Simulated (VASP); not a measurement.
A run of VASP 6.6.1:

INCAR

```
SYSTEM = ZrPdSe4
ALGO = Normal ; EDIFF = 1E-6
EDIFFG = -0.04 ; ENCUT = 600
GGA = PE ; IBRION = 2
ISIF = 3 ; ISMEAR = 0
LASPH = .True. ; LCHARG = .False.
LREAL = .False. ; LWAVE = .False.
NELM = 60 ; NSW = 90
PREC = Accurate ; SIGMA = 0.1
```

File KPOINTS:

```
k-points
0
Gamma
  4 4 4
  0 0 0
```

File POSCAR:

```
ZrPdSe4
1.0
    0.0000000000      4.0955266100      4.0955266100
    4.0955266100      0.0000000000      4.0955266100
    4.0955266100      4.0955266100      0.0000000000
Zr Pd Se
1 1 4
Direct
    0.7500000000      0.7500000000      0.7500000000
    0.0000000000      0.0000000000      0.0000000000
    0.3747620000      0.3747620000      0.8757140000
    0.8757140000      0.3747620000      0.3747620000
    0.3747620000      0.3747620000      0.3747620000
    0.3747620000      0.8757140000      0.3747620000
```

Potentials or basis: VASP PAW PBE potentials, release 64 (Zr_sv, Pd, Se).

Run with:

```sh
$ cat potpaw_PBE.64/Zr_sv/POTCAR potpaw_PBE.64/Pd/POTCAR potpaw_PBE.64/Se/POTCAR > POTCAR
$ mpirun -np 1 vasp_std > vasp.out
```

Hardware: 1 thread of Intel(R) Xeon(R) Platinum 8375C CPU @ 2.90GHz (Ice Lake), with other jobs on the host.

Task: Estimate the wall time of this run.

Result: It took 2.7 min on 1 thread of Intel(R) Xeon(R) Platinum 8375C CPU @ 2.90GHz (Ice Lake), on a shared host, peak memory 0.36 GiB. Counts: scf iterations 38, k points 8, ion steps 3.
